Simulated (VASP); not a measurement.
# Al9Si7C7N9 (P1) in VASP: a series of runs, part 2 of 2

VASP 6.6.1. The steps go on from the part before.

**3. Single point, PBEsol**

This run uses another cell than the first one, of 10.47 Å³/atom.

Input file INCAR:

```
ALGO     = Normal         # electronic algorithm
EDIFF    = 1E-6           # SCF threshold, eV
ENCUT    = 700            # plane-wave cutoff, eV
GGA      = PS             # functional
GGA_COMPAT= False        
ISIF     = 2              # what is computed and relaxed
ISMEAR   = -1             # smearing method
ISYM     = -1           
LASPH    = True           # aspherical terms in the spheres
LCHARG   = False          # write CHGCAR
LREAL    = Auto         
LWAVE    = False          # write WAVECAR
NBANDS   = 246            # bands
NELM     = 120            # most SCF steps
PREC     = Accurate       # precision mode
SIGMA    = 0.05           # smearing width, eV
```

Input file KPOINTS:

```
explicit points
1
Reciprocal
  0.25000000   0.25000000   0.25000000 1
```

Input file POSCAR:

```
Al9Si7C7N9
1.0
    9.3076441328      0.0000000000      0.0000000000
    0.0000000000     10.7775313382      0.0000000000
    0.0000000000      0.0000000000     10.0191970648
Si Al C N
21 27 21 27
Direct
    0.1622280000      0.0806370000      0.2501620000
    0.1637500000      0.0794480000      0.7523100000
    0.4993400000      0.0789020000      0.2486080000
    0.4992050000      0.0823960000      0.7527500000
    0.9907850000      0.8338890000      0.2527320000
    0.0007280000      0.8345230000      0.7458140000
    0.8362470000      0.0801920000      0.2515740000
    0.6634430000      0.3352340000      0.7520850000
    0.5023950000      0.5774360000      0.2507080000
    0.5030330000      0.5810340000      0.7469230000
    0.8318660000      0.5841490000      0.2508810000
    0.1687740000      0.4164940000      0.5025460000
    0.1687810000      0.4156500000      0.0016550000
    0.4960060000      0.4136200000      0.9991030000
    0.3388480000      0.6612420000      0.5002600000
    0.3348800000      0.6627740000      0.0007310000
    0.1655910000      0.9146090000      0.9960330000
    0.8326220000      0.4170080000      0.4988780000
    0.5007690000      0.9175050000      0.4981190000
    0.5013380000      0.9154740000      0.9971670000
    0.8349130000      0.9191260000      0.4976450000
    0.0021440000      0.3393450000      0.2481160000
    0.0020590000      0.3334530000      0.7455380000
    0.3304230000      0.3315000000      0.2514850000
    0.3306810000      0.3297030000      0.7442590000
    0.1701670000      0.5817060000      0.2509540000
    0.1685990000      0.5814720000      0.7527150000
    0.8338120000      0.0880900000      0.7499820000
    0.6693180000      0.3373620000      0.2464010000
    0.3353310000      0.8309470000      0.2474450000
    0.3372360000      0.8306660000      0.7454250000
    0.8307010000      0.5850600000      0.7523550000
    0.6675490000      0.8340460000      0.2472840000
    0.6659670000      0.8325730000      0.7499590000
    0.0048620000      0.1684790000      0.4941690000
    0.9978710000      0.1709360000      0.9956470000
    0.3300950000      0.1601290000      0.4972690000
    0.3311100000      0.1654060000      0.9971220000
    0.0007520000      0.6654460000      0.5007690000
    0.9990850000      0.6678400000      0.9961190000
    0.6648700000      0.1680210000      0.4968700000
    0.6666670000      0.1666460000      0.9922800000
    0.5009090000      0.4148930000      0.4966450000
    0.1649740000      0.9147540000      0.4992140000
    0.8355320000      0.4233770000      0.0013000000
    0.6637120000      0.6666890000      0.4973670000
    0.6681420000      0.6660620000      0.9989950000
    0.8291510000      0.9229620000      0.9993200000
    0.0008490000      0.1622190000      0.1961020000
    0.0131870000      0.1600890000      0.6886040000
    0.9969490000      0.6714480000      0.1949770000
    0.0042810000      0.6750000000      0.6966660000
    0.6531590000      0.1732820000      0.6911680000
    0.4972940000      0.4196180000      0.1825560000
    0.6643290000      0.6593310000      0.1979440000
    0.6562540000      0.6628860000      0.6909840000
    0.8386420000      0.9227850000      0.1935470000
    0.9995550000      0.3473400000      0.4457680000
    0.0089900000      0.3437570000      0.9402010000
    0.5000820000      0.0735750000      0.4289900000
    0.4949900000      0.0733990000      0.9352280000
    0.3244950000      0.3311140000      0.4476970000
    0.3301610000      0.3390330000      0.9405960000
    0.9907650000      0.8366750000      0.4361840000
    0.6608010000      0.3432690000      0.9349430000
    0.4922510000      0.5839840000      0.4328000000
    0.3406560000      0.8254440000      0.4469440000
    0.3296260000      0.8272610000      0.9474990000
    0.6592280000      0.8361160000      0.9419030000
    0.3300380000      0.1509710000      0.1920300000
    0.3293190000      0.1488970000      0.6953080000
    0.1690480000      0.4196280000      0.1812870000
    0.1696780000      0.4213350000      0.6808490000
    0.6663460000      0.1587660000      0.1955950000
    0.5049160000      0.4205380000      0.6935050000
    0.3429460000      0.6624550000      0.1797340000
    0.3421010000      0.6579010000      0.6859190000
    0.1606310000      0.9188440000      0.1814700000
    0.1623500000      0.9194250000      0.6960490000
    0.8354690000      0.4272090000      0.1940020000
    0.8210970000      0.4138120000      0.6799060000
    0.4968220000      0.9245920000      0.1828560000
    0.4993260000      0.9266900000      0.6796780000
    0.8414920000      0.9160170000      0.6811100000
    0.1667360000      0.0758220000      0.4256450000
    0.1659440000      0.0694160000      0.9345280000
    0.1769730000      0.5805820000      0.4467580000
    0.1787580000      0.5817150000      0.9478440000
    0.0076870000      0.8422200000      0.9295220000
    0.8322930000      0.0775370000      0.4357260000
    0.8352240000      0.0857410000      0.9372420000
    0.6787480000      0.3371610000      0.4386830000
    0.4862670000      0.5795380000      0.9321710000
    0.8325790000      0.5746990000      0.4361050000
    0.8350850000      0.5866960000      0.9394030000
    0.6687320000      0.8449000000      0.4495340000
```

Potentials or basis: VASP PAW PBE potentials, release 64 (Si, Al, C, N).

Command:

```bash
$ cat potpaw_PBE.64/Si/POTCAR potpaw_PBE.64/Al/POTCAR potpaw_PBE.64/C/POTCAR potpaw_PBE.64/N/POTCAR > POTCAR
$ mpirun -np 1 vasp_std > vasp.out
```

Wall time 13 min (1 thread of Intel Xeon Platinum 8488C (Sapphire Rapids), shared host); peak memory 1.4 GiB.

It converged, with:

```yaml
Free_energy: -742.5212 eV
Pressure: 0.0 GPa
Largest_force: 0.031 eV/Å
Band_gap_on_the_k_mesh: 3.12 eV
```

Forces in eV/Å, atoms in the order of the input:
```
Si   0.001  0.008 -0.006
Si   0.005 -0.001  0.003
Si  -0.001  0.007 -0.004
Si  -0.001  0.000 -0.001
Si   0.008  0.003 -0.002
Si   0.000  0.002 -0.002
Si  -0.010  0.009  0.000
Si   0.000  0.001 -0.002
Si  -0.005 -0.003  0.001
Si  -0.005 -0.004  0.004
Si   0.002  0.005  0.002
Si  -0.002  0.001  0.005
Si   0.001  0.004  0.005
Si   0.003  0.001 -0.001
Si  -0.009  0.000  0.010
Si   0.001  0.005  0.001
Si   0.001 -0.003  0.006
Si   0.005  0.003 -0.003
Si   0.000 -0.002  0.008
Si  -0.007  0.000  0.008
Si   0.000 -0.004  0.004
Al   0.001  0.006 -0.006
Al  -0.004  0.008 -0.011
Al  -0.004 -0.006 -0.006
Al   0.004 -0.007 -0.011
Al   0.007 -0.001  0.006
Al   0.006 -0.004  0.006
Al  -0.008 -0.006 -0.003
Al   0.002 -0.005  0.001
Al   0.000 -0.001 -0.005
Al   0.000  0.000 -0.009
Al   0.003 -0.009 -0.004
Al  -0.010  0.004  0.006
Al   0.003  0.012 -0.010
Al   0.003 -0.005 -0.006
Al   0.007 -0.005 -0.002
Al  -0.005 -0.007  0.012
Al  -0.012  0.002  0.003
Al   0.001 -0.007 -0.009
Al   0.011  0.007 -0.007
Al   0.005  0.005 -0.005
Al   0.004  0.002  0.006
Al   0.008 -0.008  0.006
Al  -0.001  0.008  0.011
Al  -0.002  0.000  0.007
Al   0.010  0.006 -0.006
Al  -0.004 -0.009 -0.001
Al   0.010 -0.003 -0.002
C   -0.003  0.021 -0.014
C   -0.021  0.012 -0.009
C    0.013 -0.005 -0.006
C   -0.004 -0.026 -0.007
C    0.014 -0.009 -0.009
C   -0.004 -0.006  0.005
C   -0.005  0.013 -0.011
C    0.023  0.013 -0.009
C   -0.009 -0.010 -0.015
C    0.005 -0.012 -0.012
C   -0.017 -0.007 -0.005
C    0.002  0.015  0.019
C   -0.001  0.009  0.013
C    0.013 -0.009 -0.006
C    0.001 -0.011 -0.006
C    0.019 -0.011  0.008
C    0.014 -0.004  0.016
C    0.014 -0.007  0.002
C   -0.012  0.006 -0.003
C    0.009  0.002 -0.006
C    0.011 -0.008 -0.003
N    0.003  0.018 -0.016
N    0.007  0.013 -0.013
N   -0.001 -0.004  0.014
N   -0.006 -0.001  0.015
N    0.005  0.018 -0.010
N   -0.012 -0.012 -0.015
N   -0.006  0.005  0.020
N   -0.018  0.007  0.010
N    0.007 -0.012  0.006
N    0.017 -0.008 -0.013
N    0.003 -0.021 -0.012
N    0.011  0.014  0.014
N   -0.001 -0.022 -0.003
N    0.004 -0.014  0.007
N   -0.021  0.013  0.014
N    0.004 -0.002  0.030
N    0.003  0.026  0.013
N   -0.018  0.008 -0.009
N   -0.019  0.000 -0.014
N   -0.025 -0.008  0.013
N   -0.005  0.025  0.011
N   -0.001 -0.003  0.000
N   -0.021 -0.011 -0.004
N    0.015  0.000  0.006
N    0.000  0.021  0.011
N   -0.007 -0.008 -0.002
N   -0.005 -0.020 -0.011
```

Stress tensor (GPa, compression positive):
```
 0.00 -0.49  0.00
-0.49  0.02  0.27
 0.00  0.27 -0.01
```

Levels at points of the mesh, in eV from the valence-band top:
| k point | band 190 | band 191 | band 192 | band 193 | band 194 | band 195 |
| --- | --- | --- | --- | --- | --- | --- |
| (0.25, 0.25, 0.25) | -0.22 | -0.11 | 0.00 | 3.12 | 3.28 | 3.47 |

Caveat: the PAW data sets were made with another functional, which shifts forces and pressure a little; a shifted mesh leaves out Γ, where band edges can lie. A k mesh can miss the band edges.

**4. Single point, PBEsol**

Input file INCAR:

```
ALGO = Normal
EDIFF = 1E-6
ENCUT = 520
GGA = PS
ISIF = 2
ISMEAR = -1
ISYM = 0
LASPH = True
LCHARG = False
LREAL = Auto
LWAVE = False
NBANDS = 246
NELM = 80
PREC = Accurate
SIGMA = 0.05
```

Input file KPOINTS:

```
Automatic mesh
0
Gamma
  1 1 1
  0.25 0.25 0.25
```

Input file POSCAR:

```
Al9Si7C7N9
1.0
    9.2915530000      0.0000000000      0.0000000000
    0.0000000000     10.7289620000      0.0000000000
    0.0000000000      0.0000000000     10.0234140000
Si Al C N
21 27 21 27
Direct
    0.1689240000      0.0816950000      0.2475210000
    0.1649560000      0.0838670000      0.7479590000
    0.5028000000      0.0810350000      0.2495950000
    0.4989080000      0.0808740000      0.7494990000
    0.0011330000      0.8347200000      0.2501390000
    0.9986640000      0.8325710000      0.7484370000
    0.8341190000      0.0819430000      0.2474290000
    0.6654350000      0.3336670000      0.7495110000
    0.5006190000      0.5845070000      0.2500280000
    0.5005670000      0.5856730000      0.7492540000
    0.8317780000      0.5799320000      0.2496920000
    0.1673080000      0.4175620000      0.4961750000
    0.1660470000      0.4178300000      0.9996710000
    0.5002540000      0.4153640000      0.9981380000
    0.3334500000      0.6672390000      0.4990280000
    0.3363630000      0.6668470000      0.9974480000
    0.1679890000      0.9153490000      0.9986360000
    0.8310060000      0.4174060000      0.5014790000
    0.4967990000      0.9164350000      0.4939170000
    0.4994970000      0.9155740000      0.9981050000
    0.8344440000      0.9131390000      0.5012040000
    0.9948440000      0.3289550000      0.2459790000
    0.0011620000      0.3370470000      0.7491890000
    0.3331510000      0.3319550000      0.2492020000
    0.3331730000      0.3341580000      0.7492090000
    0.1675980000      0.5841180000      0.2462440000
    0.1656500000      0.5810980000      0.7519330000
    0.8344120000      0.0811360000      0.7510320000
    0.6676710000      0.3301470000      0.2473700000
    0.3279120000      0.8315820000      0.2475750000
    0.3362690000      0.8322780000      0.7484810000
    0.8343460000      0.5837450000      0.7489420000
    0.6686030000      0.8384290000      0.2468890000
    0.6636300000      0.8328850000      0.7440750000
    0.0026270000      0.1673600000      0.4969960000
    0.0011480000      0.1655730000      0.9985090000
    0.3302430000      0.1669020000      0.4999050000
    0.3306960000      0.1658060000      0.9976100000
    0.0007780000      0.6667600000      0.4964940000
    0.9988540000      0.6657280000      0.9970780000
    0.6647050000      0.1654290000      0.4934750000
    0.6714790000      0.1654040000      0.0004300000
    0.4992510000      0.4181400000      0.4997160000
    0.1675560000      0.9131000000      0.4976170000
    0.8325060000      0.4180880000      0.0002840000
    0.6646440000      0.6650130000      0.4992600000
    0.6658370000      0.6693980000      0.9997530000
    0.8318300000      0.9183240000      0.9992910000
    0.9990470000      0.1653790000      0.1893910000
    0.0029170000      0.1684590000      0.6887850000
    0.9989310000      0.6671210000      0.1888050000
    0.0015530000      0.6673950000      0.6914190000
    0.6644420000      0.1699570000      0.6886860000
    0.5028270000      0.4157980000      0.1911090000
    0.6659350000      0.6668910000      0.1881610000
    0.6624990000      0.6665580000      0.6867160000
    0.8336530000      0.9144240000      0.1897700000
    0.0030630000      0.3315200000      0.4403030000
    0.9992340000      0.3306840000      0.9376910000
    0.5002190000      0.0820390000      0.4371520000
    0.4986320000      0.0831910000      0.9369580000
    0.3328690000      0.3349350000      0.4406230000
    0.3308110000      0.3325750000      0.9375360000
    0.0022130000      0.8328770000      0.4405080000
    0.6673860000      0.3355730000      0.9370110000
    0.4983390000      0.5841150000      0.4393040000
    0.3341130000      0.8327590000      0.4378930000
    0.3330300000      0.8350970000      0.9375540000
    0.6690960000      0.8343850000      0.9389230000
    0.3324170000      0.1643710000      0.1894110000
    0.3334720000      0.1670730000      0.6919170000
    0.1612630000      0.4181430000      0.1892190000
    0.1702760000      0.4166440000      0.6896430000
    0.6688320000      0.1634410000      0.1882370000
    0.4963550000      0.4169210000      0.6914630000
    0.3331820000      0.6672270000      0.1906760000
    0.3304970000      0.6663100000      0.6876310000
    0.1663460000      0.9151180000      0.1907570000
    0.1683520000      0.9167150000      0.6893850000
    0.8360570000      0.4151830000      0.1898510000
    0.8332070000      0.4154570000      0.6894580000
    0.4976340000      0.9148320000      0.1871240000
    0.4983150000      0.9149650000      0.6900660000
    0.8321520000      0.9145570000      0.6909810000
    0.1684640000      0.0803830000      0.4386810000
    0.1654680000      0.0809820000      0.9426870000
    0.1682110000      0.5817380000      0.4421680000
    0.1659650000      0.5875300000      0.9397400000
    0.0014040000      0.8304370000      0.9387950000
    0.8346980000      0.0808690000      0.4372040000
    0.8344420000      0.0840600000      0.9399490000
    0.6655390000      0.3340910000      0.4417520000
    0.5014790000      0.5848240000      0.9375560000
    0.8325290000      0.5848400000      0.4372890000
    0.8339720000      0.5854040000      0.9356330000
    0.6674360000      0.8340040000      0.4384760000
```

Command:

```bash
$ cat potpaw_PBE.64/Si/POTCAR potpaw_PBE.64/Al/POTCAR potpaw_PBE.64/C/POTCAR potpaw_PBE.64/N/POTCAR > POTCAR
$ mpirun -np 1 vasp_std > vasp.out
```

Wall time 33 min (1 thread of Intel Xeon Platinum 8375C at 2.90GHz (Ice Lake), shared host); peak memory 1.2 GiB.

It converged, with:

```yaml
Free_energy: -733.1520 eV
Pressure: 1.8 GPa
Largest_force: 4.143 eV/Å
Band_gap_on_the_k_mesh: 2.43 eV (least direct gap 2.45 eV)
```

Forces in eV/Å, atoms in the order of the input:
```
Si  -1.209  1.342  1.832
Si  -0.994  1.114 -0.318
Si  -0.671 -0.304  0.191
Si   0.959  1.186  0.700
Si  -2.341 -0.901  0.804
Si   0.143 -1.418 -0.404
Si   1.028 -1.562  0.246
Si   0.214 -0.481  1.066
Si   1.069 -1.172  0.767
Si   1.144 -0.039 -1.380
Si  -0.431  0.372 -0.763
Si   0.780 -1.214  0.715
Si  -1.141 -1.773  0.243
Si   0.211 -1.509  0.985
Si   0.822 -0.964 -0.393
Si  -0.764 -0.293  0.594
Si  -0.892  0.380 -0.634
Si   0.721 -0.952 -0.524
Si   0.624  0.030  0.443
Si   2.555  0.816 -0.810
Si   0.466  0.532 -0.985
Al   1.243  1.882  0.337
Al   0.491 -0.657  0.094
Al  -0.767  1.120  0.270
Al  -0.626 -0.167 -0.361
Al  -0.355 -1.344  0.768
Al  -0.221 -0.366 -0.648
Al  -0.033  1.344  0.811
Al   0.469  1.354  0.565
Al   1.648 -0.110  0.372
Al  -0.470 -0.161 -0.943
Al  -0.818  0.231  1.014
Al  -0.494 -1.713  0.000
Al   0.281 -0.572  1.977
Al   0.147 -1.092  0.522
Al  -1.357  0.355 -0.816
Al  -0.213  0.608 -0.158
Al   0.663  0.335  0.055
Al   0.017 -0.651  0.815
Al  -1.543 -0.775 -0.129
Al   1.099  0.768  1.456
Al  -0.059 -0.026 -1.711
Al  -0.179 -0.437 -0.284
Al  -0.200  1.484  0.541
Al   0.784  0.877 -0.331
Al   0.008  0.274 -0.336
Al   1.994 -0.239 -0.727
Al  -0.252  0.725 -0.087
C    0.925 -3.118  1.232
C    2.014 -2.437  0.563
C   -0.621  1.073  1.142
C    0.430  2.327  0.167
C   -1.689 -0.219  0.029
C   -0.831  2.009 -2.168
C   -0.465 -1.770  2.102
C   -1.649 -1.559  0.991
C    2.647  2.532  1.196
C   -1.476  3.802  0.724
C    2.193  2.569  1.240
C   -0.427 -2.352 -1.993
C   -0.501 -2.362 -0.138
C   -1.941  0.265  0.846
C   -0.068  2.961  1.637
C   -2.354  1.352 -1.352
C   -1.996  1.178 -1.051
C   -2.256  1.433 -1.137
C    1.351 -1.341  1.205
C   -0.798 -1.212  2.543
C   -2.846  1.031 -0.261
N    0.077 -2.817  0.581
N   -0.380 -3.202  0.699
N    0.940  0.134 -1.844
N   -0.118  1.110 -2.077
N   -0.461 -1.623  1.830
N    1.999  1.611  0.883
N    1.260 -0.611 -2.715
N    1.543 -1.031 -0.112
N   -0.783  1.331 -1.993
N   -1.197  1.110  1.682
N   -0.934  1.849  1.060
N   -2.272 -0.058 -2.230
N   -0.818  2.470 -0.550
N   -0.374  2.457 -2.613
N    1.773 -0.381 -1.961
N    0.041 -0.660 -2.472
N    0.333 -3.282 -1.238
N    1.343 -0.030  0.351
N    3.191 -0.695  1.315
N    2.127  2.585 -1.400
N   -0.566 -1.548 -0.946
N    0.686 -0.831 -0.024
N    2.426  0.938 -0.030
N   -3.104 -0.589 -0.851
N    0.059 -2.548 -0.767
N   -0.046 -0.319  0.645
N    0.061  2.232  1.819
```

Stress tensor (GPa, compression positive):
```
 1.75  0.27  0.26
 0.27  2.09 -0.02
 0.26 -0.02  1.60
```

Levels at points of the mesh, in eV from the valence-band top:
```
           k point  band 188  band 189  band 190  band 191  band 192  band 193  band 194  band 195  band 196  band 197
(0.25, 0.25, 0.25)     -0.37     -0.32     -0.16     -0.07     -0.01      2.44      2.59      2.86      2.96      2.97
```

Caveat: the PAW data sets were made with another functional, which shifts forces and pressure a little; a shifted mesh leaves out Γ, where band edges can lie.

**5. Summary**

```tsv
cell	cutoff (eV)	gap on the mesh (eV)	pressure (GPa)	largest force (eV/Å)
a = 9.292, b = 10.729, c = 10.023 Å, 96 atoms, atomic positions A	700	2.45	1.7	4.14
a = 9.308, b = 10.778, c = 10.019 Å, 96 atoms, atomic positions B	700	3.12	0.0	0.03
a = 9.292, b = 10.729, c = 10.023 Å, 96 atoms, atomic positions A	520	2.43	1.8	4.14
```

Alike in all rows: task single point; level PBEsol; potentials or basis VASP PAW PBE potentials, release 64 (Si, Al, C, N); no spin polarisation; k mesh 1 × 1 × 1, shifted; smearing fermi-dirac 0.05 eV.

Caveats: the PAW data sets were made with another functional, which shifts forces and pressure a little; a shifted mesh leaves out Γ, where band edges can lie.

Absolute energies hang on the potentials; compare differences alone.
